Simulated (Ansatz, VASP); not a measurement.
# GaS in VASP and in Ansatz

```
Ga S
1.0
     3.58500    0.00000    0.00000
    -1.79250    3.10470    0.00000
     0.00000    0.00000   15.50000
Ga S
4 4
Direct
  0.33333 0.66667 0.17000
  0.66667 0.33333 0.67000
  0.33333 0.66667 0.33000
  0.66667 0.33333 0.83000
  0.33333 0.66667 0.60000
  0.66667 0.33333 0.10000
  0.33333 0.66667 0.90000
  0.66667 0.33333 0.40000
```

Alike in both runs: task electric field gradients; functional PBE; k mesh 14 × 14 × 3; occupations fermi-dirac, width 0.02 eV; no spin polarisation.

```csv
,VASP,Ansatz
version,VASP 6.6.1,Ansatz 0.2.0
potentials or method,"VASP PAW PBE potentials, release 64 (Ga_d, S)","plane-wave PAW, scalar-relativistic"
plane-wave cutoff (eV),400,420
valence electrons in the cell,76,76
```

```csv
,VASP,Ansatz,Ansatz less VASP
gap on the k mesh at the Fermi level (eV),1.59,1.58,-0.015
rms of the force components (eV/Å),0.103,0.098,-0.0040
size of Vzz on the site where it differs most (V/Å²),69.1,73.9,+4.83
```

Atom by atom the forces differ by 0.005 eV/Å (rms over components).
